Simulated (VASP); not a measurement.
# Ni3Ge in VASP: further runs, part 2 of 2

VASP 6.6.1.

### 4 Single point, PBEsol (11.28 Å³/atom)

This run uses another cell than the first one, of 11.28 Å³/atom.

INCAR reads:

```
SYSTEM = Ni3Ge
  PREC = Accurate
  ENCUT = 520
  EDIFF = 1E-6
  ISMEAR = 0
  SIGMA = 0.1
  LREAL = .FALSE.
  LASPH = .TRUE.
  NELM = 60
  ALGO = Fast
  ISIF = 2
  LWAVE = .FALSE.
  LCHARG = .FALSE.
  GGA = PS
  NBANDS = 30
```

KPOINTS reads:

```
regular mesh
0
G
  12 12 12
  0 0 0
```

POSCAR reads:

```
Ni3Ge
1.0
    3.5598166866      0.0000000000      0.0000000000
    0.0000000000      3.5598166866      0.0000000000
    0.0000000000      0.0000000000      3.5598166866
Ni Ge
3 1
Direct
    0.5000000000      0.0000000000      0.5000000000
    0.0000000000      0.5000000000      0.5000000000
    0.5000000000      0.5000000000      0.0000000000
    0.0000000000      0.0000000000      0.0000000000
```

Potentials or basis: VASP PAW PBE potentials, release 64 (Ni, Ge_d).

Command:

```bash
$ cat potpaw_PBE.64/Ni/POTCAR potpaw_PBE.64/Ge_d/POTCAR > POTCAR
$ mpirun -np 1 vasp_std > vasp.out
```

OUTCAR:

```text
SYSTEM = Ni3Ge
   PREC = Accurate
   ENCUT = 520
   EDIFF = 1E-6
   ISMEAR = 0
   LREAL = .FALSE.
   LASPH = .TRUE.
   NELM = 60
   ISIF = 2
   GGA = PS

 ion  position               nearest neighbor table
   1  0.500  0.000  0.500-   2 2.52   3 2.52   4 2.52   3 2.52   4 2.52   2 2.52   3 2.52   3 2.52
                             2 2.52   4 2.52   4 2.52   2 2.52
   2  0.000  0.500  0.500-   1 2.52   3 2.52   4 2.52   3 2.52   4 2.52   1 2.52   4 2.52   4 2.52
                             1 2.52   3 2.52   3 2.52   1 2.52
   3  0.500  0.500  0.000-   1 2.52   2 2.52   4 2.52   1 2.52   2 2.52   1 2.52   4 2.52   1 2.52
                             2 2.52   4 2.52   2 2.52   4 2.52
   4  0.000  0.000  0.000-   1 2.52   2 2.52   3 2.52   1 2.52   2 2.52   2 2.52   3 2.52   2 2.52
                             1 2.52   3 2.52   1 2.52   3 2.52

  LATTYP: Found a simple cubic cell.
 ALAT       =     3.5598166866

  Lattice vectors:

 A1 = (   3.5598166866,   0.0000000000,   0.0000000000)
 A2 = (   0.0000000000,   3.5598166866,   0.0000000000)
 A3 = (   0.0000000000,   0.0000000000,   3.5598166866)

Analysis of symmetry for initial positions (statically):
=====================================================================
 Subroutine PRICEL returns:
 Original cell was already a primitive cell.

 Routine SETGRP: Setting up the symmetry group for a
 simple cubic supercell.

 Subroutine GETGRP returns: Found 48 space group operations
 (whereof 48 operations were pure point group operations)
 out of a pool of 48 trial point group operations.

The static configuration has the point symmetry O_h .

Analysis of symmetry for dynamics (positions and initial velocities):
=====================================================================
 Subroutine PRICEL returns:
 Original cell was already a primitive cell.

 Routine SETGRP: Setting up the symmetry group for a
 simple cubic supercell.

 Subroutine GETGRP returns: Found 48 space group operations
 (whereof 48 operations were pure point group operations)
 out of a pool of 48 trial point group operations.

[... 126 lines left out ...]
  Fermi-wavevector in a.u.,A,eV,Ry     =   1.623547  3.068058 35.863645  2.635904
  Thomas-Fermi vector in A             =   2.716979
   LORBIT       =      0    0 simple, 1 ext, 2 COOP (PROOUT), +10 PAW based schemes
   GGA     = PS    functional components
   LHFCALC =     F    Hartree Fock is set to
   AEXX    =    0.0000 exact exchange contribution
   IVDW    =     0    specifies the selected vdW correction
   LEPSILON=     F    determine dielectric tensor
   LRPA    =     F    only Hartree local field effects (RPA)
 non-spin polarized calculation
 RMM-DIIS sequential band-by-band and
 Gauss-broadening in eV      SIGMA  =   0.10
  energy-cutoff  :      520.00
  volume of cell :       45.11
 maximum number of plane-waves:      1233
 NGX is ok and might be reduce to    28
   NGX = 13   NGY = 13   NGZ = 13

 number of electron      44.0000001 magnetization

 Free energy of the ion-electron system (eV)
  ---------------------------------------------------
  ext. energy  EPLUGINS =         0.00000000
  ---------------------------------------------------
  free energy    TOTEN  =       -24.72161845 eV

  energy without entropy =      -24.71126972  energy(sigma->0) =      -24.71644409

 E-fermi :   9.8279     XC(G=0): -13.5014

 val. band max:        9.8138627538   @ k =   0.0833   0.0833   0.0000
 cond. band min:       9.8497009429   @ k =   0.4167   0.4167   0.3333
 fundamental gap:      0.0358381890
 Fermi energy:         9.8279251487

 k-point     1 :       0.0000    0.0000    0.0000
  band No.  band energies     occupation
      1     -14.7357      2.00000
      2     -14.7357      2.00000
      3     -14.7225      2.00000
      4     -14.7225      2.00000
      5     -14.7225      2.00000
      6      -2.5200      2.00000
[... 781 lines left out ...]
     29      19.4857      0.00000
     30      20.5042      0.00000

 [... further k-points ...]

------------------------ aborting loop because EDIFF is reached ----------------------------------------

  FORCE on cell =-STRESS in cart. coord.  units (eV):
  Direction    XX          YY          ZZ          XY          YZ          ZX
  --------------------------------------------------------------------------------------
  -------------------------------------------------------------------------------------
  Total       -1.6193166     -1.6193166     -1.6193166      0.0000000      0.0000000      0.0000000
  in kB      -57.5121304    -57.5121304    -57.5121304      0.0000000      0.0000000      0.0000000
  external PRESSURE =     -57.5121304 kB  Pullay stress =       0.0000000 kB

 VOLUME and BASIS-vectors are now :
 -----------------------------------------------------------------------------
  energy-cutoff  :      520.00
  volume of cell :       45.11
      direct lattice vectors                 reciprocal lattice vectors
     3.559816687  0.000000000  0.000000000     0.280913341  0.000000000  0.000000000
     0.000000000  3.559816687  0.000000000     0.000000000  0.280913341  0.000000000
     0.000000000  0.000000000  3.559816687     0.000000000  0.000000000  0.280913341

 POSITION                                       TOTAL-FORCE (eV/Angst)
 -----------------------------------------------------------------------------------
      1.77991      0.00000      1.77991         0.000000      0.000000      0.000000
      0.00000      1.77991      1.77991         0.000000      0.000000      0.000000
      1.77991      1.77991      0.00000         0.000000      0.000000      0.000000
      0.00000      0.00000      0.00000         0.000000      0.000000      0.000000
 -----------------------------------------------------------------------------------
    total drift:                                0.000000      0.000000      0.000000

  FREE ENERGIE OF THE ION-ELECTRON SYSTEM (eV)
  ---------------------------------------------------
  free  energy   TOTEN  =       -24.7216184549 eV

  energy  without entropy=      -24.7112697206  energy(sigma->0) =      -24.71644409
```

stdout:

```text
POSCAR found type information on POSCAR NiGe
 POSCAR found :  2 types and       4 ions
 scaLAPACK will be used
 -----------------------------------------------------------------------------
|                                                                             |
|                                                                             |
|     You enforced a specific xc type in the INCAR file but a different       |
|     I HOPE YOU KNOW WHAT YOU ARE DOING!                                     |
|                                                                             |
 -----------------------------------------------------------------------------

 LDA part: xc-table for (Slater+PW92), standard interpolation
 POSCAR, INCAR and KPOINTS ok, starting setup
 FFT: planning ... GRIDC
 FFT: planning ... GRID_SOFT
 FFT: planning ... GRID
 WAVECAR not read
 entering main loop
WARNING in EDDRMM: call to ZHEGV failed, returncode =   6  3     17
WARNING in EDDRMM: call to ZHEGV failed, returncode =   8  4     27
```

Wall time 3.7 min (1 thread of Intel Xeon 8259CL, shared host); peak memory 0.22 GiB.

What came out:

* Free energy: -24.7216 eV
* Pressure: -5.8 GPa
* Band gap on the k mesh: zero (bands 22 and 23 overlap by 0.22 eV)

Levels at points of the mesh, in eV from the Fermi level:
```
           k point  band 20  band 21  band 22  band 23  band 24  band 25
(0.00, 0.00, 0.00)    -0.56    -0.28     0.02     0.02     0.02     3.75
(0.50, 0.00, 0.00)    -1.10    -0.52     0.03     3.53     3.53     4.48
(0.50, 0.50, 0.00)    -1.07    -0.92    -0.90     0.61     0.61     5.57
(0.50, 0.50, 0.50)    -1.13    -0.47    -0.20    -0.20    -0.20     0.61
```

Caveat: the cell stands under tension; the PAW data sets were made with another functional, which shifts forces and pressure a little.

### 5 Single point, PBEsol (11.61 Å³/atom)

This run uses another cell than the first one, of 11.61 Å³/atom.

INCAR reads:

```
SYSTEM = Ni3Ge
PREC = Accurate
ENCUT = 520
EDIFF = 1E-6
ISMEAR = 0
SIGMA = 0.1
LREAL = .FALSE.
LASPH = .TRUE.
NELM = 80
ALGO = Normal
ISIF = 2
LWAVE = .FALSE.
LCHARG = .FALSE.
GGA = PS
NBANDS = 30
```

KPOINTS is that of step 4.

POSCAR reads:

```
Ni3Ge
1.0
    3.5940477931      0.0000000000      0.0000000000
    0.0000000000      3.5940477931      0.0000000000
    0.0000000000      0.0000000000      3.5940477931
Ni Ge
3 1
Direct
    0.5000000000      0.0000000000      0.5000000000
    0.0000000000      0.5000000000      0.5000000000
    0.5000000000      0.5000000000      0.0000000000
    0.0000000000      0.0000000000      0.0000000000
```

Command:

```bash
$ cat potpaw_PBE.64/Ni/POTCAR potpaw_PBE.64/Ge_d/POTCAR > POTCAR
$ mpirun -np 1 vasp_std > vasp.out
```

It took 3.2 min on 1 thread of Intel Xeon 8259CL, shared host; peak memory 0.23 GiB.

The run converged. Its results:

```
Free energy            : -24.6533 eV
Pressure               : -10.6 GPa
Band gap on the k mesh : zero (bands 22 and 23 overlap by 0.21 eV)
```

Levels at points of the mesh, in eV from the Fermi level:
| k point | band 18 | band 19 | band 20 | band 21 | band 22 | band 23 | band 24 | band 25 | band 26 | band 27 |
| --- | --- | --- | --- | --- | --- | --- | --- | --- | --- | --- |
| (0.00, 0.00, 0.00) | -0.88 | -0.54 | -0.54 | -0.27 | 0.02 | 0.02 | 0.02 | 3.50 | 6.58 | 6.58 |
| (0.50, 0.00, 0.00) | -1.20 | -1.15 | -1.05 | -0.49 | 0.02 | 3.44 | 3.44 | 4.26 | 5.60 | 5.60 |
| (0.50, 0.50, 0.00) | -1.29 | -1.12 | -1.02 | -0.88 | -0.86 | 0.59 | 0.59 | 5.40 | 6.16 | 8.40 |
| (0.50, 0.50, 0.50) | -1.23 | -1.08 | -1.08 | -0.41 | -0.19 | -0.19 | -0.19 | 0.52 | 3.96 | 3.96 |

Caveat: the cell stands under tension; the PAW data sets were made with another functional, which shifts forces and pressure a little.

### 6 Single point, PBEsol (biaxial strain in the a-b plane: +3.0 %, then relaxed in part)

INCAR reads:

```
PREC = Accurate
ENCUT = 520
EDIFF = 1E-6
ISMEAR = 0
SIGMA = 0.1
LREAL = F
LASPH = T
NELM = 100
ALGO = Fast
ISIF = 2
LWAVE = F
LCHARG = T
GGA = PS
LELF = T
LVHAR = T
NBANDS = 30
```

KPOINTS reads:

```
regular mesh
0
Gamma
  14 14 14
```

POSCAR reads:

```
Ni3Ge
1.0
    3.6306617253      0.0000000000      0.0000000000
    0.0000000000      3.6306617253      0.0000000000
    0.0000000000      0.0000000000      3.4089940307
Ni Ge
3 1
Direct
    0.5000000000      0.0000000000      0.5000000000
    0.0000000000      0.5000000000      0.5000000000
    0.5000000000      0.5000000000      0.0000000000
    0.0000000000      0.0000000000      0.0000000000
```

Potentials or basis: VASP PAW PBE potentials, release 64 (Ni, Ge_d).

Command:

```bash
$ cat potpaw_PBE.64/Ni/POTCAR potpaw_PBE.64/Ge_d/POTCAR > POTCAR
$ mpirun -np 1 vasp_std > vasp.out
```

OUTCAR:

```text
PREC = Accurate
   ENCUT = 520
   EDIFF = 1E-6
   ISMEAR = 0
   LREAL = F
   LASPH = T
   NELM = 100
   ISIF = 2
   GGA = PS

 ion  position               nearest neighbor table
   1  0.500  0.000  0.500-   3 2.49   4 2.49   3 2.49   4 2.49   3 2.49   3 2.49   4 2.49   4 2.49
                             2 2.57   2 2.57   2 2.57   2 2.57
   2  0.000  0.500  0.500-   3 2.49   4 2.49   3 2.49   4 2.49   4 2.49   4 2.49   3 2.49   3 2.49
                             1 2.57   1 2.57   1 2.57   1 2.57
   3  0.500  0.500  0.000-   1 2.49   2 2.49   1 2.49   2 2.49   1 2.49   1 2.49   2 2.49   2 2.49
[... 999 lines left out ...]
  --------------------------------------------------------------------------------------
  -------------------------------------------------------------------------------------
  Total       -2.0217152     -2.0217152      0.0439737      0.0000000      0.0000000      0.0000000
  in kB      -72.0829816    -72.0829816      1.5678553      0.0000000      0.0000000      0.0000000
  external PRESSURE =     -47.5327026 kB  Pullay stress =       0.0000000 kB

 VOLUME and BASIS-vectors are now :
 -----------------------------------------------------------------------------
  energy-cutoff  :      520.00
  volume of cell :       44.94
      direct lattice vectors                 reciprocal lattice vectors
     3.630661725  0.000000000  0.000000000     0.275431884  0.000000000  0.000000000
     0.000000000  3.630661725  0.000000000     0.000000000  0.275431884  0.000000000
     0.000000000  0.000000000  3.408994031     0.000000000  0.000000000  0.293341669

 POSITION                                       TOTAL-FORCE (eV/Angst)
 -----------------------------------------------------------------------------------
      1.81533      0.00000      1.70450         0.000000      0.000000      0.000000
      0.00000      1.81533      1.70450         0.000000      0.000000      0.000000
      1.81533      1.81533      0.00000         0.000000      0.000000      0.000000
      0.00000      0.00000      0.00000         0.000000      0.000000      0.000000
 -----------------------------------------------------------------------------------
    total drift:                                0.000000      0.000000      0.000000

  FREE ENERGIE OF THE ION-ELECTRON SYSTEM (eV)
  ---------------------------------------------------
  free  energy   TOTEN  =       -24.6818041371 eV

  energy  without entropy=      -24.6731436400  energy(sigma->0) =      -24.67747389
```

OSZICAR:

```text
N       E                     dE             d eps       ncg     rms          rms(c)
DAV:   1     0.316024192754E+03    0.31602E+03   -0.19949E+04 19082   0.333E+03
DAV:   2     0.124206100801E+02   -0.30360E+03   -0.28857E+03 17298   0.547E+02
DAV:   3    -0.269492012947E+02   -0.39370E+02   -0.38439E+02 18462   0.166E+02
DAV:   4    -0.281929334198E+02   -0.12437E+01   -0.12421E+01 19764   0.341E+01
DAV:   5    -0.282180349948E+02   -0.25102E-01   -0.25100E-01 22612   0.425E+00    0.183E+01
RMM:   6    -0.277712534217E+02    0.44678E+00   -0.33132E+01 21358   0.548E+01    0.156E+01
RMM:   7    -0.247793810693E+02    0.29919E+01   -0.68288E+00 21444   0.278E+01    0.376E+00
RMM:   8    -0.247559385476E+02    0.23443E-01   -0.25139E-01 23581   0.468E+00    0.324E+00
RMM:   9    -0.246864417286E+02    0.69497E-01   -0.89676E-02 24844   0.294E+00    0.594E-01
RMM:  10    -0.246824724479E+02    0.39693E-02   -0.14832E-02 25590   0.917E-01    0.225E-01
RMM:  11    -0.246818010076E+02    0.67144E-03   -0.39935E-03 25603   0.683E-01    0.140E-01
RMM:  12    -0.246817728935E+02    0.28114E-04   -0.12062E-03 28968   0.237E-01    0.510E-02
RMM:  13    -0.246817976297E+02   -0.24736E-04   -0.27558E-04 29220   0.119E-01    0.200E-02
RMM:  14    -0.246818033065E+02   -0.56769E-05   -0.63175E-05 27395   0.565E-02    0.140E-02
RMM:  15    -0.246818035321E+02   -0.22557E-06   -0.21161E-05 26430   0.345E-02    0.282E-03
RMM:  16    -0.246818041371E+02   -0.60500E-06   -0.52066E-06 18645   0.132E-02
   1 F= -.24681804E+02 E0= -.24677474E+02  d E =-.866050E-02
```

Run time: 3.8 min. Hardware: 1 thread of AMD EPYC 9R45 (Zen 5), shared host; peak memory 0.39 GiB.

Results:

```yaml
Free_energy: -24.6818 eV
Pressure: -4.8 GPa
Band_gap_on_the_k_mesh: zero (bands 22 and 23 overlap by 0.35 eV)
```

Stress tensor (GPa, compression positive):
```
-7.21  0.00  0.00
 0.00 -7.21  0.00
 0.00  0.00  0.16
```

Caveat: the cell differs from its parent crystal (biaxial strain in the a-b plane: +3.0 %, then relaxed in part); the stress differs along the axes, from -7 to 0 GPa; the PAW data sets were made with another functional, which shifts forces and pressure a little. Spin polarisation is off, so any magnetic state and its effect on volume and gap are missing.

### 7 Overview

| cell | k mesh | gap on the mesh (eV) | pressure (GPa) |
| --- | --- | --- | --- |
| a = 3.489 Å, 4 atoms | 12 × 12 × 12 | none | 7.4 |
| a = 3.525 Å, 4 atoms | 12 × 12 × 12 | none | 0.4 |
| a = 3.560 Å, 4 atoms | 12 × 12 × 12 | none | -5.8 |
| a = 3.594 Å, 4 atoms | 12 × 12 × 12 | none | -10.6 |
| a = 3.631, b = 3.631, c = 3.409 Å, 4 atoms | 14 × 14 × 14 | none | -4.8 |

Alike in all rows: task single point; level PBEsol; potentials or basis VASP PAW PBE potentials, release 64 (Ni, Ge_d); no spin polarisation; cutoff (eV) 520; smearing gaussian 0.1 eV.

Caveats: the PAW data sets were made with another functional, which shifts forces and pressure a little; the cell stands under tension (at least some runs); the cell stands under pressure (at least some runs); the stress differs along the axes, from -7 to 0 GPa (at least some runs).

Total energies depend on the potentials used, so only differences within one code and one set of settings carry meaning.

The gap in the log of VASP goes by the Fermi energy; the results here count the filled bands.